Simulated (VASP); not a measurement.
Here is a VASP 6.6.1 calculation.

The input INCAR:

```
  ALGO = Normal
  EDIFF = 1E-6
  ENCUT = 520
  GGA = PE
  ISIF = 2
  ISMEAR = 0
  LASPH = True
  LCHARG = True
  LELF = True
  LREAL = False
  LVHAR = True
  LWAVE = False
  NBANDS = 14
  NELM = 80
  PREC = Accurate
  SIGMA = 0.01
```

KPOINTS

```
k-points
0
Gamma
  8 8 8
```

The input POSCAR:

```
NaF
1.0
    0.0000000000      2.5312613675      2.5312613675
    2.5312613675      0.0000000000      2.5312613675
    2.5312613675      2.5312613675      0.0000000000
Na F
1 1
Direct
    0.0000000000      0.0000000000      0.0000000000
    0.2500000000      0.2500000000      0.2500000000
```

Potentials or basis: VASP PAW PBE potentials, release 64 (Na_pv, F).

The run is started by

```sh
$ cat potpaw_PBE.64/Na_pv/POTCAR potpaw_PBE.64/F/POTCAR > POTCAR
$ mpirun -np 1 vasp_std > vasp.out
```

Predict the pressure.

1.9 GPa.

Predict the band gap on the k mesh.

5.61 eV, direct.

A k mesh can miss the band edges.
